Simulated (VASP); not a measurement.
A run of VASP 6.6.1 is set up as follows.

File INCAR:

```
PREC = Accurate
ENCUT = 520
EDIFF = 1E-6
ISMEAR = 0
SIGMA = 0.1
LREAL = False
LASPH = True
NELM = 60
ALGO = Normal
ISIF = 2
LWAVE = False
LCHARG = False
LDIPOL = True
IDIPOL = 3
DIPOL = 0.5 0.5 0.347
GGA = PE
NBANDS = 15
```

Contents of KPOINTS:

```
regular mesh
0
Gamma
  9 9 1
```

Contents of POSCAR:

```
Al3N
1.0
    2.8571514048      0.0000000000      0.0000000000
   -1.4285757024      2.4743656990      0.0000000000
    0.0000000000      0.0000000000     20.1016425018
Al N
3 1
Direct
    0.6666666667      0.3333333333      0.1989887145
    0.3333333333      0.6666666667      0.3134533094
    0.0000000000      0.0000000000      0.4279074459
    0.3333333333      0.6666666667      0.4458932238
```

Potentials or basis: VASP PAW PBE potentials, release 64 (Al, N).

Command:

```bash
$ cat potpaw_PBE.64/Al/POTCAR potpaw_PBE.64/N/POTCAR > POTCAR
$ mpirun -np 1 vasp_std > vasp.out
```

Problem. What does it give for the largest force?

Solution. 0.563 eV/Å.

Problem. What does it give for the band gap on the k mesh?

Solution. Zero (band 7 reaches 0.22 eV, above the bottom of band 8 at -0.39 eV).

Forces in eV/Å, atoms in the order of the input:
```
Al   0.000  0.000 -0.540
Al   0.000  0.000 -0.026
Al   0.000  0.000  0.563
N    0.000  0.000  0.002
```
